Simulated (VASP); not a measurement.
# WO (F-43m) in VASP: further runs, part 2 of 2

VASP 6.6.1. The steps go on from the part before.

## (3) Single point, PBE+U, collinear spin, ferromagnetic start

This run uses another cell than the first one, of 13.49 Å³/atom, 1.043 times its volume.

The input, INCAR:

```
PREC = Accurate ; ENCUT = 520
EDIFF = 1E-6 ; ISMEAR = 0
SIGMA = 0.02 ; LREAL = False
LASPH = True ; NELM = 150
ALGO = Normal ; ISIF = 2
LWAVE = False ; LCHARG = False
ISPIN = 2 ; MAGMOM = 1 0
LORBIT = 11 ; LMAXMIX = 4
LDAU = True ; LDAUTYPE = 2
LDAUL = 2 -1 ; LDAUU = 6.2 0
LDAUJ = 0 0 ; LDAUPRINT = 1
GGA = PE ; NBANDS = 21
```

The input, KPOINTS:

```
Automatic mesh
0
Gamma
  10 10 10
```

The input, POSCAR:

```
WO
1.0
    0.0000000000      2.3802715276      2.3802715276
    2.3802715276      0.0000000000      2.3802715276
    2.3802715276      2.3802715276      0.0000000000
W O
1 1
Direct
    0.0000000000      0.0000000000      0.0000000000
    0.2500000000      0.2500000000      0.2500000000
```

Potentials or basis: VASP PAW PBE potentials, release 64 (W_sv, O).

Started as:

```console
> cat potpaw_PBE.64/W_sv/POTCAR potpaw_PBE.64/O/POTCAR > POTCAR
> mpirun -np 1 vasp_std > vasp.out
```

OUTCAR:

```text
PREC = Accurate
   ENCUT = 520
   EDIFF = 1E-6
   ISMEAR = 0
   LREAL = False
   LASPH = True
   NELM = 150
   ISIF = 2
   ISPIN = 2
   LORBIT = 11
   GGA = PE

 ion  position               nearest neighbor table
   1  0.000  0.000  0.000-   2 2.06   2 2.06   2 2.06   2 2.06
   2  0.250  0.250  0.250-   1 2.06   1 2.06   1 2.06   1 2.06

  LATTYP: Found a face centered cubic cell.
 ALAT       =     4.7605430552

  Lattice vectors:

 A1 = (   0.0000000000,   2.3802715276,   2.3802715276)
 A2 = (   2.3802715276,   0.0000000000,   2.3802715276)
 A3 = (   2.3802715276,   2.3802715276,   0.0000000000)

Analysis of symmetry for initial positions (statically):
=====================================================================
 Subroutine PRICEL returns:
 Original cell was already a primitive cell.

 Routine SETGRP: Setting up the symmetry group for a
 face centered cubic supercell.

 Subroutine GETGRP returns: Found 24 space group operations
 (whereof 24 operations were pure point group operations)
 out of a pool of 48 trial point group operations.

The static configuration has the point symmetry T_d .

Analysis of symmetry for dynamics (positions and initial velocities):
=====================================================================
 Subroutine PRICEL returns:
 Original cell was already a primitive cell.

 Routine SETGRP: Setting up the symmetry group for a
 face centered cubic supercell.

 Subroutine GETGRP returns: Found 24 space group operations
 (whereof 24 operations were pure point group operations)
 out of a pool of 48 trial point group operations.

[... 185 lines left out ...]
  o =  0.2689  v =  0.0000  0.9793  0.0000  0.2025 -0.0000  0.0000  0.0000  0.0000  0.0000  0.0000      0.0000  0.0000  0.0000  0.0000  0.0000  0.0000  0.0000  0.0000  0.0000  0.0000
  o =  0.2689  v =  0.0000  0.2025  0.0000 -0.9793 -0.0000  0.0000  0.0000  0.0000  0.0000  0.0000      0.0000  0.0000  0.0000  0.0000  0.0000  0.0000  0.0000  0.0000  0.0000  0.0000
  o =  0.8107  v =  0.0000 -0.0000  0.9935 -0.0000 -0.1137  0.0000  0.0000  0.0000  0.0000  0.0000      0.0000  0.0000  0.0000  0.0000  0.0000  0.0000  0.0000  0.0000  0.0000  0.0000
  o =  0.8107  v =  0.0000  0.0000  0.1137 -0.0000  0.9935  0.0000  0.0000  0.0000  0.0000  0.0000      0.0000  0.0000  0.0000  0.0000  0.0000  0.0000  0.0000  0.0000  0.0000  0.0000

 number of electron      19.9999998 magnetization       2.0011338

 Free energy of the ion-electron system (eV)
  ---------------------------------------------------
  ext. energy  EPLUGINS =         0.00000000
  ---------------------------------------------------
  free energy    TOTEN  =       -12.89558637 eV

  energy without entropy =      -12.89558637  energy(sigma->0) =      -12.89558637

 E-fermi :   9.4820     XC(G=0): -12.0572

 val. band max:        9.1407284819   @ k =   0.3000   0.3000   0.0000
 cond. band min:       9.6831265273   @ k =   0.2000   0.2000   0.0000
 fundamental gap:      0.5423980455
 Fermi energy:         9.4819759133

 spin component 1

 k-point     1 :       0.0000    0.0000    0.0000
  band No.  band energies     occupation
      1     -67.2101      1.00000
      2     -31.4143      1.00000
      3     -31.4143      1.00000
      4     -31.4142      1.00000
      5     -12.9754      1.00000
      6       0.8833      1.00000
[... 1145 lines left out ...]
     20      30.3204      0.00000
     21      32.5266      0.00000

 [... further k-points ...]
[... 5 lines left out ...]
  --------------------------------------------------------------------------------------
  -------------------------------------------------------------------------------------
  Total        2.5920226      2.5920226      2.5920226      0.0000000      0.0000000      0.0000000
  in kB      153.9713289    153.9713289    153.9713289      0.0000000      0.0000000      0.0000000
  external PRESSURE =     153.9713289 kB  Pullay stress =       0.0000000 kB

 VOLUME and BASIS-vectors are now :
 -----------------------------------------------------------------------------
  energy-cutoff  :      520.00
  volume of cell :       26.97
      direct lattice vectors                 reciprocal lattice vectors
     0.000000000  2.380271528  2.380271528    -0.210060068  0.210060068  0.210060068
     2.380271528  0.000000000  2.380271528     0.210060068 -0.210060068  0.210060068
     2.380271528  2.380271528  0.000000000     0.210060068  0.210060068 -0.210060068

 POSITION                                       TOTAL-FORCE (eV/Angst)
 -----------------------------------------------------------------------------------
      0.00000      0.00000      0.00000         0.000000      0.000000      0.000000
      1.19014      1.19014      1.19014        -0.000000     -0.000000     -0.000000
 -----------------------------------------------------------------------------------
    total drift:                                0.000000      0.000000      0.000000

  FREE ENERGIE OF THE ION-ELECTRON SYSTEM (eV)
  ---------------------------------------------------
  free  energy   TOTEN  =       -12.8955863654 eV

  energy  without entropy=      -12.8955863654  energy(sigma->0) =      -12.89558637

 total charge

# of ion       s       p       d       tot
------------------------------------------
    1        2.292   6.273   3.126  11.691
    2        1.571   3.559   0.000   5.130
--------------------------------------------------
tot          3.863   9.833   3.126  16.821

 magnetization (x)

# of ion       s       p       d       tot
------------------------------------------
    1        0.024   0.015   1.670   1.708
    2        0.000   0.045   0.000   0.045
--------------------------------------------------
tot          0.024   0.060   1.670   1.753
```

stdout:

```text
POSCAR found type information on POSCAR W O
 POSCAR found :  2 types and       2 ions
 scaLAPACK will be used
 LDA part: xc-table for (Slater+PW92), standard interpolation
 POSCAR, INCAR and KPOINTS ok, starting setup
 FFT: planning ... GRIDC
 FFT: planning ... GRID_SOFT
 FFT: planning ... GRID
 WAVECAR not read
 entering main loop
```

Wall time 34 s (1 thread of Intel Xeon 6975P-C (Granite Rapids), shared host); peak memory 0.2 GiB.

Results:

```
Free energy                                           : -12.8956 eV
Pressure                                              : 15.4 GPa
Band gap on the k mesh                                : 0.54 eV, indirect (least direct gap 1.08 eV)
Net moment                                            : 2.00 μB per cell
Site moments                                          : W +1.71; O +0.04 μB
Valence electrons inside the program's atomic spheres : W 11.69; O 5.13
```

Levels at points of the mesh, in eV from the valence-band top:
Spin up:
| k point | band 8 | band 9 | band 10 | band 11 | band 12 | band 13 | band 14 | band 15 |
| --- | --- | --- | --- | --- | --- | --- | --- | --- |
| (0.00, 0.00, 0.00) | -8.26 | -3.60 | -3.50 | -3.50 | 3.58 | 3.58 | 3.59 | 12.05 |
| (0.50, 0.00, 0.00) | -8.09 | -2.72 | -2.72 | -0.85 | 2.22 | 2.55 | 2.55 | 6.37 |
| (0.50, 0.50, 0.00) | -6.89 | -2.74 | -2.53 | -2.33 | 2.12 | 2.12 | 7.06 | 7.25 |
Spin down:
```csv
k point,band 5,band 6,band 7,band 8,band 9,band 10,band 11,band 12,band 13,band 14
"(0.00, 0.00, 0.00)",-21.94,-7.86,-7.86,-7.86,-2.97,2.53,2.53,4.40,4.40,4.40
"(0.50, 0.00, 0.00)",-21.26,-8.26,-7.34,-7.34,-0.22,2.57,2.57,3.16,3.60,3.60
"(0.50, 0.50, 0.00)",-21.04,-8.83,-6.65,-6.65,-2.11,1.29,3.22,3.22,4.24,8.08
```

Eigenvalues of the final occupation matrices:
| site | spin | trace | eigenvalues |
| --- | --- | --- | --- |
| site 1 d | 1 | 2.43 | 0.27 0.27 0.27 0.81 0.81 |
| site 1 d | 2 | 0.74 | 0.05 0.05 0.22 0.22 0.22 |

Caveat: spin-orbit coupling is left out, which moves the levels of the heavy elements. The state reached can hang on the start; a lower one may exist.

## (4) Single point, PBE+U, collinear spin, ferromagnetic start

This run uses another cell than the first one, of 14.05 Å³/atom, 1.087 times its volume.

The input, INCAR:

```
  PREC = Accurate
  ENCUT = 520
  EDIFF = 1E-6
  ISMEAR = 0
  SIGMA = 0.02
  LREAL = False
  LASPH = True
  NELM = 150
  ALGO = Normal
  ISIF = 2
  LWAVE = False
  LCHARG = True
  ISPIN = 2
  MAGMOM = 1.13 0
  LORBIT = 11
  LMAXMIX = 4
  LDAU = True
  LDAUTYPE = 2
  LDAUL = 2 -1
  LDAUU = 6.2 0
  LDAUJ = 0 0
  LDAUPRINT = 1
  GGA = PE
  LELF = True
  LVHAR = True
  NBANDS = 21
```

KPOINTS is that of step 3.

The input, POSCAR:

```
WO
1.0
    0.0000000000      2.4128820392      2.4128820392
    2.4128820392      0.0000000000      2.4128820392
    2.4128820392      2.4128820392      0.0000000000
W O
1 1
Direct
    0.0000000000      0.0000000000      0.0000000000
    0.2500000000      0.2500000000      0.2500000000
```

Started as:

```console
> cat potpaw_PBE.64/W_sv/POTCAR potpaw_PBE.64/O/POTCAR > POTCAR
> mpirun -np 1 vasp_std > vasp.out
```

Run time: 33 s. Hardware: 1 thread of Intel Xeon 6975P-C (Granite Rapids), shared host; peak memory 0.19 GiB.

It converged, with:

* Free energy: -12.9700 eV
* Pressure: 5.8 GPa
* Band gap on the k mesh: 0.62 eV, indirect (least direct gap 1.09 eV)
* Net moment: 2.00 μB per cell
* Site moments: W +1.72; O +0.04 μB
* Valence electrons inside the program's atomic spheres: W 11.62; O 5.10

Levels at points of the mesh, in eV from the valence-band top:
Spin up:
| k point | band 7 | band 8 | band 9 | band 10 | band 11 | band 12 | band 13 | band 14 | band 15 | band 16 |
| --- | --- | --- | --- | --- | --- | --- | --- | --- | --- | --- |
| (0.00, 0.00, 0.00) | -7.92 | -7.92 | -3.56 | -3.52 | -3.52 | 3.43 | 3.43 | 3.43 | 11.78 | 11.78 |
| (0.50, 0.00, 0.00) | -7.79 | -7.79 | -2.77 | -2.77 | -0.79 | 2.15 | 2.43 | 2.43 | 6.08 | 13.32 |
| (0.50, 0.50, 0.00) | -6.66 | -6.66 | -2.59 | -2.57 | -2.45 | 2.02 | 2.02 | 6.69 | 6.85 | 10.86 |
Spin down:
```tsv
k point	band 7	band 8	band 9	band 10	band 11	band 12
(0.00, 0.00, 0.00)	-7.55	-7.55	-2.95	2.54	2.54	4.24
(0.50, 0.00, 0.00)	-7.06	-7.06	-0.17	2.56	2.56	3.06
(0.50, 0.50, 0.00)	-6.44	-6.44	-1.96	1.33	3.12	3.12
```

Eigenvalues of the final occupation matrices:
| site | spin | trace | eigenvalues |
| --- | --- | --- | --- |
| site 1 d | 1 | 2.41 | 0.26 0.26 0.26 0.81 0.81 |
| site 1 d | 2 | 0.71 | 0.04 0.04 0.21 0.21 0.21 |

Caveat: spin-orbit coupling is left out, which moves the levels of the heavy elements. The state reached can hang on the start; a lower one may exist.

## (5) Overview

| cell | gap on the mesh (eV) | pressure (GPa) | moment (μB) |
| --- | --- | --- | --- |
| a = 3.319 Å, angles 60.0°, 2 atoms | 0.46 | 27.3 | 2.00 |
| a = 3.366 Å, angles 60.0°, 2 atoms | 0.54 | 15.4 | 2.00 |
| a = 3.412 Å, angles 60.0°, 2 atoms | 0.62 | 5.8 | 2.00 |

Alike in all rows: task single point; level PBE+U; potentials or basis VASP PAW PBE potentials, release 64 (W_sv, O); spin collinear, ferromagnetic start; W d U = 6.2 eV; k mesh 10 × 10 × 10; cutoff (eV) 520; smearing gaussian 0.02 eV.

Caveats: spin-orbit coupling is left out, which moves the levels of the heavy elements.

Absolute energies hang on the potentials; compare differences alone.
